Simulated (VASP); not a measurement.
# Si2Ni (Fm-3m) in VASP: further runs, part 2 of 2

VASP 6.6.1. The steps go on from the part before.

## Step 3: Single point, PBE+D3(BJ)

This run uses another cell than the first one, of 12.99 Å³/atom, 0.997 times its volume.

File INCAR:

```
SYSTEM = Si2Ni
PREC = Accurate ; ENCUT = 520
EDIFF = 1E-7 ; ISMEAR = 0
SIGMA = 0.1 ; LREAL = .FALSE.
LASPH = .TRUE. ; NELM = 60
ALGO = Normal ; ISIF = 2
LWAVE = .FALSE. ; LCHARG = .FALSE.
GGA = PE ; IVDW = 12
NBANDS = 16
```

File KPOINTS:

```
regular mesh
0
G
  14 14 14
  0 0 0
```

File POSCAR:

```
Si2Ni
1.0
    0.0000000000      2.6908132315      2.6908132315
    2.6908132315      0.0000000000      2.6908132315
    2.6908132315      2.6908132315      0.0000000000
Si Ni
2 1
Direct
    0.2500000000      0.2500000000      0.2500000000
    0.7500000000      0.7500000000      0.7500000000
    0.0000000000      0.0000000000      0.0000000000
```

Potentials or basis: VASP PAW PBE potentials, release 64 (Si, Ni).

The run is started by

```sh
$ cat potpaw_PBE.64/Si/POTCAR potpaw_PBE.64/Ni/POTCAR > POTCAR
$ mpirun -np 1 vasp_std > vasp.out
```

OUTCAR:

```text
SYSTEM = Si2Ni
   PREC = Accurate
   ENCUT = 520
   EDIFF = 1E-7
   ISMEAR = 0
   LREAL = .FALSE.
   LASPH = .TRUE.
   NELM = 60
   ISIF = 2
   GGA = PE
   IVDW = 12
 IVDW          = 12

 ion  position               nearest neighbor table
   1  0.250  0.250  0.250-   3 2.33   3 2.33   3 2.33   3 2.33   2 2.69   2 2.69   2 2.69   2 2.69
                             2 2.69   2 2.69
   2  0.750  0.750  0.750-   3 2.33   3 2.33   3 2.33   3 2.33   1 2.69   1 2.69   1 2.69   1 2.69
                             1 2.69   1 2.69
   3  0.000  0.000  0.000-   2 2.33   2 2.33   2 2.33   1 2.33   2 2.33   1 2.33   1 2.33   1 2.33

  LATTYP: Found a face centered cubic cell.
 ALAT       =     5.3816264630

  Lattice vectors:

 A1 = (   0.0000000000,   2.6908132315,   2.6908132315)
 A2 = (   2.6908132315,   0.0000000000,   2.6908132315)
 A3 = (   2.6908132315,   2.6908132315,   0.0000000000)

Analysis of symmetry for initial positions (statically):
=====================================================================
 Subroutine PRICEL returns:
 Original cell was already a primitive cell.

 Routine SETGRP: Setting up the symmetry group for a
 face centered cubic supercell.

 Subroutine GETGRP returns: Found 48 space group operations
 (whereof 48 operations were pure point group operations)
 out of a pool of 48 trial point group operations.

The static configuration has the point symmetry O_h .

Analysis of symmetry for dynamics (positions and initial velocities):
=====================================================================
 Subroutine PRICEL returns:
 Original cell was already a primitive cell.

 Routine SETGRP: Setting up the symmetry group for a
 face centered cubic supercell.

 Subroutine GETGRP returns: Found 48 space group operations
 (whereof 48 operations were pure point group operations)
 out of a pool of 48 trial point group operations.

The dynamic configuration has the point symmetry O_h .

 Subroutine INISYM returns: Found 48 space group operations
 (whereof 48 operations are pure point group operations),
 and found     1 'primitive' translations

----------------------------------------------------------------------------------------

                                     Primitive cell

  volume of cell :      38.9655

  direct lattice vectors                    reciprocal lattice vectors
     0.000000000  2.690813231  2.690813231    -0.185817430  0.185817430  0.185817430
     2.690813231  0.000000000  2.690813231     0.185817430 -0.185817430  0.185817430
     2.690813231  2.690813231  0.000000000     0.185817430  0.185817430 -0.185817430

  length of vectors
     3.805384566  3.805384566  3.805384566     0.321845230  0.321845230  0.321845230

  position of ions in fractional coordinates (direct lattice)
     0.250000000  0.250000000  0.250000000
     0.750000000  0.750000000  0.750000000
     0.000000000  0.000000000  0.000000000

  ion indices of the primitive-cell ions
   primitive index   ion index
                 1           1
                 2           2
                 3           3

----------------------------------------------------------------------------------------

 KPOINTS: regular mesh

Automatic generation of k-mesh.
 Grid dimensions read from file:
 generate k-points for:   14   14   14

 Generating k-lattice:

  Cartesian coordinates                     Fractional coordinates (reciprocal lattice)
    -0.013272674  0.013272674  0.013272674     0.071428571  0.000000000  0.000000000
     0.013272674 -0.013272674  0.013272674     0.000000000  0.071428571  0.000000000
     0.013272674  0.013272674 -0.013272674     0.000000000  0.000000000  0.071428571

  Length of vectors
     0.022988945  0.022988945  0.022988945

  Shift w.r.t. Gamma in fractional coordinates (k-lattice)
     0.000000000  0.000000000  0.000000000

 Subroutine IBZKPT returns following result:
 ===========================================

 Found    104 irreducible k-points:

 Following reciprocal coordinates:
            Coordinates               Weight
  0.000000  0.000000  0.000000      1.000000
  0.071429  0.000000  0.000000      8.000000
  0.142857  0.000000  0.000000      8.000000
  0.214286  0.000000  0.000000      8.000000
  0.285714  0.000000  0.000000      8.000000
  0.357143  0.000000  0.000000      8.000000
[... 16 lines left out ...]
  0.214286  0.142857  0.000000     24.000000
  0.285714  0.142857  0.000000     24.000000
 [... further k-points ...]
   k-points           NKPTS =    104   k-points in BZ     NKDIM =    104   number of bands    NBANDS=     16
   number of dos      NEDOS =    301   number of ions     NIONS =      3
   total plane-waves  NPLWV =  21952
   dimension x,y,z NGX =    28 NGY =   28 NGZ =   28
   dimension x,y,z NGXF=    56 NGYF=   56 NGZF=   56
   ions per type =               2   1
   NGX,Y,Z   is equivalent  to a cutoff of  12.23, 12.23, 12.23 a.u.
   NGXF,Y,Z  is equivalent  to a cutoff of  24.46, 24.46, 24.46 a.u.
 SYSTEM =  Si2Ni
   PREC   = accura    normal or accurate (medium, high low for compatibility)
   ISTART =      0    job   : 0-new  1-cont  2-samecut
   ICHARG =      2    charge: 1-file 2-atom 10-const
   ISPIN  =      1    spin polarized calculation?
   LNONCOLLINEAR =      F non collinear calculations
   LSORBIT =      F    spin-orbit coupling
   LASPH  =      T    aspherical Exc in radial PAW
   ENCUT  =  520.0 eV  38.22 Ry    6.18 a.u.   7.08  7.08  7.08*2*pi/ulx,y,z
   NELM   =     60;   NELMIN=  2; NELMDL= -5     # of ELM steps
   EDIFF  = 0.1E-06   stopping-criterion for ELM
   LREAL  =      F    real-space projection
   EDIFFG = 0.1E-05   stopping-criterion for IOM
   NSW    =      0    number of steps for IOM
   IBRION =     -1    ionic relax: 0-MD 1-quasi-New 2-CG
   NFREE  =      0    steps in history (QN), initial steepest desc. (CG)
   ISIF   =      2    stress and relaxation
   ISYM   =      2    0-nonsym 1-usesym 2-fastsym
   POTIM  = 0.5000    time-step for ionic-motion
   TEBEG  =    0.0;   TEEND  =   0.0 temperature during run
   PSTRESS=    0.0 pullay stress
   NELECT =      18.0000    total number of electrons
   NUPDOWN=      -1.0000    fix difference up-down
   EMIN   =  10.00;   EMAX   =-10.00  energy-range for DOS
   EFERMI =   0.00;   METHOD = LEGACY
   ISMEAR =     0;   SIGMA  =   0.10  broadening in eV -4-tet -1-fermi 0-gaus
   EFERMI_NEDOS =   21; number of points for ismear=-14 and -15
   IALGO  =     38    algorithm
   IMIX   =      4    mixing-type and parameters
     AMIX     =   0.40;   BMIX     =  1.00
     AMIX_MAG =   1.60;   BMIX_MAG =  1.00
  volume/ion in A,a.u.               =      12.99        87.65
  Fermi-wavevector in a.u.,A,eV,Ry     =   1.265529  2.391503 21.790597  1.601564
  Thomas-Fermi vector in A             =   2.398777
   LORBIT       =      0    0 simple, 1 ext, 2 COOP (PROOUT), +10 PAW based schemes
   GGA     = PE    functional components
   LHFCALC =     F    Hartree Fock is set to
   AEXX    =    0.0000 exact exchange contribution
   IVDW    =    12    specifies the selected vdW correction
   LEPSILON=     F    determine dielectric tensor
   LRPA    =     F    only Hartree local field effects (RPA)
 non-spin polarized calculation
 Gauss-broadening in eV      SIGMA  =   0.10
  energy-cutoff  :      520.00
  volume of cell :       38.97
 maximum number of plane-waves:      1067
   NGX = 15   NGY = 15   NGZ = 15

 number of electron      17.9999993 magnetization

 Free energy of the ion-electron system (eV)
  ---------------------------------------------------
  ext. energy  EPLUGINS =         0.00000000
  ---------------------------------------------------
  free energy    TOTEN  =       -17.34785537 eV

  energy without entropy =      -17.34349595  energy(sigma->0) =      -17.34567566

 E-fermi :  10.7058     XC(G=0): -11.6488

 val. band max:       10.6511276639   @ k =  -0.0714   0.0714   0.0000
 cond. band min:      10.7200113951   @ k =  -0.2143   0.1429   0.0000
 fundamental gap:      0.0688837312
 Fermi energy:        10.7057527740

 k-point     1 :       0.0000    0.0000    0.0000
  band No.  band energies     occupation
      1      -3.3272      2.00000
      2       5.3666      2.00000
      3       5.3666      2.00000
      4       5.3666      2.00000
      5       7.0742      2.00000
      6       7.0742      2.00000
[... 433 lines left out ...]
      3       5.5303      2.00000
      4       5.5742      2.00000
      5       6.5376      2.00000
      6       7.2087      2.00000
[... 8 lines left out ...]
     15      17.7551      0.00000
     16      18.0143      0.00000

 [... further k-points ...]

------------------------ aborting loop because EDIFF is reached ----------------------------------------

 Edisp (eV)   -1.35392

 E8    (eV) :    -0.5675

  FORCE on cell =-STRESS in cart. coord.  units (eV):
  Direction    XX          YY          ZZ          XY          YZ          ZX
  --------------------------------------------------------------------------------------
  -------------------------------------------------------------------------------------
  Total      -0.01263    -0.01263    -0.01263     0.00000     0.00000     0.00000
  in kB      -0.51924    -0.51924    -0.51924     0.00000     0.00000     0.00000
  external pressure =       -0.52 kB  Pullay stress =        0.00 kB

 VOLUME and BASIS-vectors are now :
 -----------------------------------------------------------------------------
  energy-cutoff  :      520.00
  volume of cell :       38.97
      direct lattice vectors                 reciprocal lattice vectors
     0.000000000  2.690813231  2.690813231    -0.185817430  0.185817430  0.185817430
     2.690813231  0.000000000  2.690813231     0.185817430 -0.185817430  0.185817430
     2.690813231  2.690813231  0.000000000     0.185817430  0.185817430 -0.185817430

 POSITION                                       TOTAL-FORCE (eV/Angst)
 -----------------------------------------------------------------------------------
      1.34541      1.34541      1.34541         0.000000     -0.000000      0.000000
      4.03622      4.03622      4.03622         0.000000      0.000000      0.000000
      0.00000      0.00000      0.00000        -0.000000      0.000000     -0.000000
 -----------------------------------------------------------------------------------
    total drift:                               -0.000000     -0.000000      0.000000

  FREE ENERGIE OF THE ION-ELECTRON SYSTEM (eV)
  ---------------------------------------------------
  free  energy   TOTEN  =       -18.7017709619 eV

  energy  without entropy=      -18.6974115481  energy(sigma->0) =      -18.69959126
```

OSZICAR:

```text
N       E                     dE             d eps       ncg     rms          rms(c)
DAV:   1     0.647740902228E+02    0.64774E+02   -0.78270E+03  3336   0.115E+03
DAV:   2    -0.160903320522E+02   -0.80864E+02   -0.73918E+02  3784   0.215E+02
DAV:   3    -0.193517068108E+02   -0.32614E+01   -0.31980E+01  4304   0.467E+01
DAV:   4    -0.194026912418E+02   -0.50984E-01   -0.50893E-01  3952   0.565E+00
DAV:   5    -0.194040038133E+02   -0.13126E-02   -0.13125E-02  4312   0.941E-01    0.166E+01
DAV:   6    -0.240486614565E+02   -0.46447E+01   -0.40846E+01  3480   0.149E+02    0.248E+01
DAV:   7    -0.174765476498E+02    0.65721E+01   -0.12233E+01  4160   0.928E+01    0.372E+00
DAV:   8    -0.173930115772E+02    0.83536E-01   -0.16041E+00  4536   0.201E+01    0.270E+00
DAV:   9    -0.173493563327E+02    0.43655E-01   -0.24944E-01  3992   0.910E+00    0.649E-01
DAV:  10    -0.173477465811E+02    0.16098E-02   -0.84193E-03  4752   0.166E+00    0.304E-01
DAV:  11    -0.173478237564E+02   -0.77175E-04   -0.10298E-03  4184   0.344E-01    0.362E-02
DAV:  12    -0.173478541800E+02   -0.30424E-04   -0.47603E-05  4344   0.688E-02    0.241E-02
DAV:  13    -0.173478549630E+02   -0.78294E-06   -0.19649E-05  3776   0.817E-02    0.696E-03
DAV:  14    -0.173478553082E+02   -0.34520E-06   -0.11118E-06  4224   0.868E-03    0.357E-03
DAV:  15    -0.173478553673E+02   -0.59185E-07   -0.22647E-07  3776   0.114E-02
   1 F= -.18701771E+02 E0= -.18699591E+02  d E =-.435941E-02
```

It took 44 s on 1 thread of Intel Xeon Platinum 8488C (Sapphire Rapids), shared host; peak memory 0.21 GiB.

Results:

```
Free energy                : -18.7018 eV
Pressure                   : -0.1 GPa
Band gap on the k mesh     : zero (band 9 reaches 12.38 eV, above the bottom of band 10 at 10.26 eV)
Dispersion energy per atom : -0.451 eV
```

Caveat: pairwise dispersion overbinds metals, which lowers pressure and volume.

## Step 4: Relaxation of cell and atoms, PBE+D3(BJ)

File INCAR:

```
SYSTEM = Si2Ni
  PREC = Accurate
  ENCUT = 600
  EDIFF = 1E-7
  ISMEAR = 0
  SIGMA = 0.1
  LREAL = .FALSE.
  LASPH = .TRUE.
  NELM = 100
  ALGO = Normal
  ISIF = 3
  LWAVE = .FALSE.
  LCHARG = .FALSE.
  GGA = PE
  IVDW = 12
  IBRION = 2
  NSW = 100
  EDIFFG = -0.01
```

File KPOINTS:

```
Automatic mesh
0
G
  14 14 14
  0 0 0
```

File POSCAR:

```
Si2Ni
1.0
    0.0000000000      2.6931550500      2.6931550500
    2.6931550500      0.0000000000      2.6931550500
    2.6931550500      2.6931550500      0.0000000000
Si Ni
2 1
Direct
    0.2500000000      0.2500000000      0.2500000000
    0.7500000000      0.7500000000      0.7500000000
    0.0000000000      0.0000000000      0.0000000000
```

The run is started by

```sh
$ cat potpaw_PBE.64/Si/POTCAR potpaw_PBE.64/Ni/POTCAR > POTCAR
$ mpirun -np 1 vasp_std > vasp.out
```

Run time: 93 s. Hardware: 1 thread of Intel Xeon Platinum 8488C (Sapphire Rapids), shared host; peak memory 0.23 GiB.

It converged, with:

* Free energy: -18.7017 eV
* Relaxed volume: 12.98 Å³/atom
* Relaxed cell: a = 3.805 Å, b = 3.805 Å, c = 3.805 Å, α = 60.00°, β = 60.00°, γ = 60.00°
* Space group after relaxing (to 0.05 Å): Fm-3m (No. 225)
* Energy gained by relaxing: 0.1 meV/atom
* Ionic steps: 3
* Pressure after relaxing: 0.0 GPa
* Band gap on the k mesh: zero (band 9 reaches 12.38 eV, above the bottom of band 10 at 10.26 eV)
* Dispersion energy per atom: -0.452 eV

The path:
```tsv
step	energy change (eV)	largest force (eV/Å)	pressure (GPa)	volume (Å³)
1	0.0000	0.0000	-0.48	39.07
2	0.0000	0.0000	0.42	38.85
3	-0.0002	0.0000	0.01	38.95
```

Final structure:
```cif
data_structure
_symmetry_space_group_name_H-M 'P 1'
_symmetry_Int_Tables_number 1
_cell_length_a 3.8048
_cell_length_b 3.8048
_cell_length_c 3.8048
_cell_angle_alpha 60.000
_cell_angle_beta 60.000
_cell_angle_gamma 60.000
_cell_volume 38.95
loop_
_atom_site_label
_atom_site_type_symbol
_atom_site_fract_x
_atom_site_fract_y
_atom_site_fract_z
_atom_site_occupancy
Si1 Si 0.25000 0.25000 0.25000 1
Si2 Si 0.75000 0.75000 0.75000 1
Ni1 Ni 0.00000 0.00000 0.00000 1
```

Levels at points of the mesh, in eV from the Fermi level:
```tsv
k point	band 6	band 7	band 8	band 9	band 10	band 11	band 12	band 13
(0.00, 0.00, 0.00)	-3.63	-0.24	1.67	1.67	1.67	2.21	2.21	2.21
(0.50, 0.00, 0.00)	-3.44	-3.44	-1.53	-1.53	1.76	1.76	1.76	2.65
(0.50, 0.50, 0.00)	-3.72	-3.72	-3.55	-3.22	-0.45	1.34	7.67	8.37
```

Caveat: pairwise dispersion overbinds metals, which lowers pressure and volume.

## Step 5: Summary

| task | cell | k mesh | cutoff (eV) | gap on the mesh (eV) | pressure (GPa) |
| --- | --- | --- | --- | --- | --- |
| single point | a = 3.809 Å, angles 60.0°, 3 atoms | 6 × 6 × 6 | 520 | none | 0.0 |
| single point | a = 3.805 Å, angles 60.0°, 3 atoms | 14 × 14 × 14 | 520 | none | -0.1 |
| relaxation of cell and atoms | relaxed from a = 3.809 Å, angles 60.0°, 3 atoms | 14 × 14 × 14 | 600 | none | 0.0 |

Alike in all rows: level PBE+D3(BJ); potentials or basis VASP PAW PBE potentials, release 64 (Si, Ni); no spin polarisation; smearing gaussian 0.1 eV.

Caveats: pairwise dispersion overbinds metals, which lowers pressure and volume.

Total energies depend on the potentials used, so only differences within one code and one set of settings carry meaning.
